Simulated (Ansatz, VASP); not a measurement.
**Two plane-wave programs on VO2**

INCAR

```
SYSTEM = VO2
  PREC = Accurate
  ENCUT = 600
  EDIFF = 1E-6
  ISMEAR = -1
  SIGMA = 0.05
  LREAL = .FALSE.
  LASPH = .TRUE.
  NELM = 200
  ALGO = Normal
  ISIF = 2
  LWAVE = .FALSE.
  LCHARG = .FALSE.
  ISPIN = 2
  MAGMOM = 2 2 0 0 0 0
  LORBIT = 11
  LMAXMIX = 4
  GGA = B5
  ALDAX = 1.0
  AGGAX = 1.0
  AGGAC = 1.0
  ALDAC = 0.0
  NBANDS = 38
  GGA_COMPAT = .FALSE.
```

File KPOINTS:

```
regular mesh
0
G
  6 6 9
  0 0 0
```

The input POSCAR:

```
VO2
1.0
    4.5956009987      0.0000000000      0.0000000000
    0.0000000000      4.5956009987      0.0000000000
    0.0000000000      0.0000000000      3.1041602572
V O
2 4
Direct
    0.5000000000      0.5000000000      0.5000000000
    0.0000000000      0.0000000000      0.0000000000
    0.2003580000      0.7996420000      0.5000000000
    0.7996420000      0.2003580000      0.5000000000
    0.7003580000      0.7003580000      0.0000000000
    0.2996420000      0.2996420000      0.0000000000
```

input.yaml

```yaml
crystal:
  lattice:
    - [4.5956009987, 0.0, 0.0]
    - [0.0, 4.5956009987, 0.0]
    - [0.0, 0.0, 3.1041602572]
  atoms:
    - { symbol: V, position: [0.5, 0.5, 0.5], spin: 2.0 }
    - { symbol: V, position: [0.0, 0.0, 0.0], spin: 2.0 }
    - { symbol: O, position: [0.200358, 0.799642, 0.5] }
    - { symbol: O, position: [0.799642, 0.200358, 0.5] }
    - { symbol: O, position: [0.700358, 0.700358, 0.0] }
    - { symbol: O, position: [0.299642, 0.299642, 0.0] }
hamiltonian:
  xc: blyp
  pseudopotentials: { kind: paw }
magnetization:
  spin_polarized: true
kpoints:
  mp_grid: { grid: [6, 6, 9] }
scf:
  occupations: { method: fermi_dirac, width: 0.05 }
output:
  forces: true
  stress: true
  eigenvalues: true
```

Alike in both runs: task single point; functional BLYP; k mesh 6 × 6 × 9; occupations fermi-dirac, width 0.05 eV; collinear spin.

|  | VASP | Ansatz |
| --- | --- | --- |
| version | VASP 6.6.1 | Ansatz 0.2.0 |
| potentials or method | VASP PAW PBE potentials, release 64 (V_sv, O) | Ansatz PAW |
| plane-wave cutoff (eV) | 600 | 420 |
| valence electrons in the cell | 50 | 50 |

|  | VASP | Ansatz | Ansatz less VASP |
| --- | --- | --- | --- |
| gap on the k mesh at the Fermi level (eV) | none | none | - |
| pressure (GPa) | -13.1 | -13.6 | -0.46 |
| traceless stress, the component that is largest in VASP (GPa) | -9.46 | -9.48 | -0.021 |
| rms of the force components (eV/Å) | 0.105 | 0.099 | -0.0059 |
| net moment per atom (μB) | 0.33 | 0.33 | 0.000 |
| size of the moment on the site where the two differ most (μB) | 1.10 | 0.89 | -0.204 |

VASP's potentials were made for PBE, not for BLYP. Site moments also hang on the region over which each program counts them. Atom by atom the forces differ by 0.006 eV/Å (rms over components). A gap of «none» marks a metal or a gap that the smearing closes.
